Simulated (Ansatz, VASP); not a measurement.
## TiB2 in VASP and in Ansatz

```
CELL_PARAMETERS angstrom
3.02920 0.00000 0.00000
-1.51460 2.62336 0.00000
0.00000 0.00000 3.22840
ATOMIC_POSITIONS crystal
Ti 0.00000 0.00000 0.00000
B 0.66667 0.33333 0.50000
B 0.33333 0.66667 0.50000
```

Alike in both runs: functional RPBE; k mesh 10 × 10 × 8; occupations fermi-dirac, width 0.05 eV; no spin polarisation.

```csv
,VASP,Ansatz
version,VASP 6.6.1,Ansatz 0.2.0
potentials or method,"VASP PAW PBE potentials, release 64 (Ti_sv, B)",Ansatz PAW
plane-wave cutoff (eV),520,420
valence electrons in the cell,18,18
task,single point,band structure
```

Ansatz gave:

| Item | Value |
| --- | --- |
| gap on the k mesh at the Fermi level (eV) | none |
| pressure (GPa) | 4.9 |
| traceless stress, the component that is largest in VASP (GPa) | -0.52 |

**Question.** What did VASP give for the same quantities?

**Answer.** gap on the k mesh at the Fermi level (eV): none; pressure (GPa): 5.0; traceless stress, the component that is largest in VASP (GPa): -0.49.

VASP's potentials were made for PBE, not for RPBE. A gap of «none» marks a metal or a gap that the smearing closes.
